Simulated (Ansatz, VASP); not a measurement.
# Two plane-wave programs on Ti

Contents of INCAR:

```
PREC = Accurate
ENCUT = 520
EDIFF = 1E-6
ISMEAR = 0
SIGMA = 0.1
LREAL = False
LASPH = True
NELM = 60
ALGO = Fast
ISIF = 2
LWAVE = False
LCHARG = False
GGA = PS
NBANDS = 25
```

The input KPOINTS:

```
Automatic mesh
0
Gamma
  12 12 18
```

The input POSCAR:

```
Ti
1.0
    4.5152900523      0.0000000000      0.0000000000
   -2.2576450261      3.9103558907      0.0000000000
    0.0000000000      0.0000000000      2.7987936485
Ti
3
Direct
    0.0000000000      0.0000000000      0.0000000000
    0.3333333333      0.6666666667      0.5000000000
    0.6666666667      0.3333333333      0.5000000000
```

Input for Ansatz:

```yaml
crystal:
  lattice:
    - [4.5152900523, 0.0, 0.0]
    - [-2.2576450261, 3.9103558907, 0.0]
    - [0.0, 0.0, 2.7987936485]
  atoms:
    - { symbol: Ti, position: [0.0, 0.0, 0.0] }
    - { symbol: Ti, position: [0.3333333333, 0.6666666667, 0.5] }
    - { symbol: Ti, position: [0.6666666667, 0.3333333333, 0.5] }
basis:
  ecutwfc: 420
kpoints:
  mp_grid: { grid: [12, 12, 18] }
hamiltonian:
  xc: pbesol
scf:
  occupations: { method: gaussian, width: 0.1 }
output:
  forces: true
  stress: true
  eigenvalues: true
```

Alike in both runs: task single point; functional PBEsol; k mesh 12 × 12 × 18; occupations gaussian, width 0.1 eV; no spin polarisation.

|  | VASP | Ansatz |
| --- | --- | --- |
| version | VASP 6.6.1 | Ansatz 0.2.0 |
| potentials or method | VASP PAW PBE potentials, release 64 (Ti_sv), cutoff 520 eV | scalar-relativistic, plane waves, PAW |
| valence electrons in the cell | 36 | 36 |

```tsv
	VASP	Ansatz	Ansatz less VASP
gap on the k mesh at the Fermi level (eV)	none	none	-
pressure (GPa)	-0.3	0.0	+0.28
traceless stress, the component that is largest in VASP (GPa)	0.06	0.05	-0.003
```

VASP's potentials were made for PBE, not for PBEsol. A gap of «none» marks a metal or a gap that the smearing closes. The functional is the same, so the differences come from potentials, cutoffs and numerics.
